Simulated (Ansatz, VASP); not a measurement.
## SiW12 in VASP and in Ansatz

INCAR

```
  ALGO = Normal
  DIPOL = 0.5 0.5 0.300
  EDIFF = 1E-6
  ENCUT = 520
  GGA = PE
  IDIPOL = 3
  ISIF = 2
  ISMEAR = 0
  IVDW = 12
  LASPH = True
  LCHARG = True
  LDIPOL = True
  LELF = True
  LREAL = False
  LVACPOTAV = True
  LVHAR = True
  LWAVE = False
  NBANDS = 98
  NELM = 80
  PREC = Accurate
  SIGMA = 0.1
```

Contents of KPOINTS:

```
k-points
0
Gamma
  5 5 1
```

File POSCAR:

```
SiW12
1.0
    5.6644156868      0.0000000000      0.0000000000
    0.0000000000      5.6644156868      0.0000000000
    0.0000000000      0.0000000000     21.1500668291
W Si
12 1
Direct
    0.2500000000      0.2500000000      0.1891246979
    0.2500000000      0.7500000000      0.1891246979
    0.7500000000      0.2500000000      0.1891246979
    0.7500000000      0.7500000000      0.1891246979
    0.0000000000      0.0000000000      0.2848852803
    0.0000000000      0.5000000000      0.2848852803
    0.5000000000      0.0000000000      0.2848852803
    0.5000000000      0.5000000000      0.2848852803
    0.2500000000      0.2500000000      0.3806166143
    0.2500000000      0.7500000000      0.3806166143
    0.7500000000      0.2500000000      0.3806166143
    0.7500000000      0.7500000000      0.3806166143
    0.4166666667      0.4166666667      0.4846351982
```

Input for Ansatz:

```yaml
crystal:
  lattice:
    - [5.6644156868, 0.0, 0.0]
    - [0.0, 5.6644156868, 0.0]
    - [0.0, 0.0, 21.1500668291]
  atoms:
    - { symbol: W, position: [0.25, 0.25, 0.1891246979] }
    - { symbol: W, position: [0.25, 0.75, 0.1891246979] }
    - { symbol: W, position: [0.75, 0.25, 0.1891246979] }
    - { symbol: W, position: [0.75, 0.75, 0.1891246979] }
    - { symbol: W, position: [0.0, 0.0, 0.2848852803] }
    - { symbol: W, position: [0.0, 0.5, 0.2848852803] }
    - { symbol: W, position: [0.5, 0.0, 0.2848852803] }
    - { symbol: W, position: [0.5, 0.5, 0.2848852803] }
    - { symbol: W, position: [0.25, 0.25, 0.3806166143] }
    - { symbol: W, position: [0.25, 0.75, 0.3806166143] }
    - { symbol: W, position: [0.75, 0.25, 0.3806166143] }
    - { symbol: W, position: [0.75, 0.75, 0.3806166143] }
    - { symbol: Si, position: [0.4166666667, 0.4166666667, 0.4846351982] }
basis:
  ecutwfc: 420
kpoints:
  mp_grid: { grid: [5, 5, 1] }
hamiltonian:
  xc: pbe
  pseudopotentials: { kind: paw, azcp: { folder: soft_1 } }
  dispersion: d3bj
scf:
  occupations: { method: gaussian, width: 0.1 }
output:
  forces: true
  eigenvalues: true
efield:
  axis: 3
  dipole_correction: true
  ramp_width: 0.04
```

Alike in both runs: task single point; functional PBE; dispersion D3(BJ); k mesh 5 × 5 × 1; occupations gaussian, width 0.1 eV; no spin polarisation.

|  | VASP | Ansatz |
| --- | --- | --- |
| version | VASP 6.6.1 | Ansatz 0.2.0 |
| potentials or method | VASP PAW PBE potentials, release 64 (W_sv, Si), cutoff 520 eV | scalar-relativistic, plane waves, PAW |
| valence electrons in the cell | 172 | 172 |

```csv
,VASP,Ansatz,Ansatz less VASP
gap on the k mesh at the Fermi level (eV),none,none,-
rms of the force components (eV/Å),0.474,0.470,-0.0040
"work function, face that differs most (eV)",5.08,5.08,-0.001
```

Atom by atom the forces differ by 0.015 eV/Å (rms over components). A gap of «none» marks a metal or a gap that the smearing closes.

Neither program's run includes spin-orbit coupling.
